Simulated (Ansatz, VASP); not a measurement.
# Mo: VASP beside Ansatz

Contents of INCAR:

```
  PREC = Accurate
  ENCUT = 520
  EDIFF = 1E-6
  ISMEAR = 0
  SIGMA = 0.15
  LREAL = False
  LASPH = True
  NELM = 100
  ALGO = Normal
  ISIF = 2
  LWAVE = False
  LCHARG = True
  GGA = CA
  LELF = True
  LVHAR = True
  NBANDS = 13
```

The input KPOINTS:

```
Automatic mesh
0
Gamma
  18 18 18
```

The input POSCAR:

```
Mo
1.0
    3.0090614369      0.0000000000      0.0000000000
   -1.5045307185      2.6059236459      0.0000000000
    0.0000000000      0.0000000000      2.5551807000
Mo
1
Direct
    0.0000000000      0.0000000000      0.5000000000
```

Input for Ansatz:

```yaml
crystal:
  lattice:
    - [3.0090614369, 0.0, 0.0]
    - [-1.5045307185, 2.6059236459, 0.0]
    - [0.0, 0.0, 2.5551807]
  atoms:
    - { symbol: Mo, position: [0.0, 0.0, 0.5] }
basis:
  ecutwfc: 420
kpoints:
  mp_grid: { grid: [18, 18, 18] }
hamiltonian:
  xc: lda
scf:
  occupations: { method: gaussian, width: 0.15 }
output:
  forces: true
  stress: true
  eigenvalues: true
```

Change from the starting cell: strain +0.1000 x Voigt [1, 1, 0, 0, 0, 0], atoms carried along.

Alike in both runs: task single point; functional LDA; k mesh 18 × 18 × 18; occupations gaussian, width 0.15 eV; no spin polarisation.

```csv
,VASP,Ansatz
version,VASP 6.6.1,Ansatz 0.2.0
potentials or method,"VASP PAW LDA potentials, release 64 (Mo_sv), cutoff 520 eV","scalar-relativistic, plane waves, PAW"
valence electrons in the cell,14,14
```

```csv
,VASP,Ansatz,Ansatz less VASP
gap on the k mesh at the Fermi level (eV),none,none,-
pressure (GPa),-31.8,-32.4,-0.52
"traceless stress, the component that is largest in VASP (GPa)",1.82,1.60,-0.220
```

LDA's correlation is that of Perdew and Zunger in VASP and of Perdew and Wang (1992) in Ansatz. A gap of «none» marks a metal or a gap that the smearing closes. Both programs put the cell under strong tension, so it lies far from rest at this level.

Noted on VASP's run: the cell as given lies far from equilibrium.
